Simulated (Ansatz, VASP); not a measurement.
# GdO: VASP beside Ansatz

```xyz
2
Lattice="0.0000 2.7000 2.7000 2.7000 0.0000 2.7000 2.7000 2.7000 0.0000" Properties=species:S:1:pos:R:3 pbc="T T T"
Gd    0.0000    0.0000    0.0000
O     1.3500    1.3500    1.3500
```

Alike in both runs: functional PBEsol; k mesh 9 × 9 × 9; occupations fermi-dirac, width 0.05 eV; non-collinear spin, spin-orbit coupling.

|  | VASP | Ansatz |
| --- | --- | --- |
| version | VASP 6.6.1 | Ansatz 0.2.0 |
| potentials or method | VASP PAW PBE potentials, release 64 (Gd, O) | Ansatz PAW |
| plane-wave cutoff (eV) | 520 | 420 |
| valence electrons in the cell | 24 | 24 |
| task | single point | band structure |

|  | VASP | Ansatz | Ansatz less VASP |
| --- | --- | --- | --- |
| pressure (GPa) | -4.4 | -4.6 | -0.23 |
| net moment per atom (μB) | 3.72 | 3.73 | +0.004 |

VASP's potentials were made for PBE, not for PBEsol.
